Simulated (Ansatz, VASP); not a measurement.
# GaMo: VASP beside Ansatz

```
Ga Mo
1.0
     2.93179    0.00000    0.00000
     0.00000    2.93179    0.00000
     0.00000    0.00000    3.56000
Ga Mo
1 1
Direct
  0.00000 0.00000 0.77431
  0.50000 0.50000 0.27437
```

Alike in both runs: functional PBE; k mesh 7 × 7 × 4; occupations gaussian, width 0.2 eV; no spin polarisation.

Ansatz relaxed the structure, and its values are those at the end. VASP's run is a single point on that final structure, the one shown.

|  | VASP | Ansatz |
| --- | --- | --- |
| version | VASP 6.6.1 | Ansatz 0.2.0 |
| potentials or method | VASP PAW PBE potentials, release 64 (Ga_d, Mo_sv), cutoff 520 eV | scalar-relativistic, plane waves, PAW |
| valence electrons in the cell | 27 | 27 |

|  | VASP | Ansatz | Ansatz less VASP |
| --- | --- | --- | --- |
| gap on the k mesh at the Fermi level (eV) | none | none | - |
| pressure (GPa) | 0.3 | -0.1 | -0.43 |

A gap of «none» marks a metal or a gap that the smearing closes. The functional is the same, so the differences come from potentials, cutoffs and numerics.

The k mesh is coarse, so the values compare programs but aren't converged.
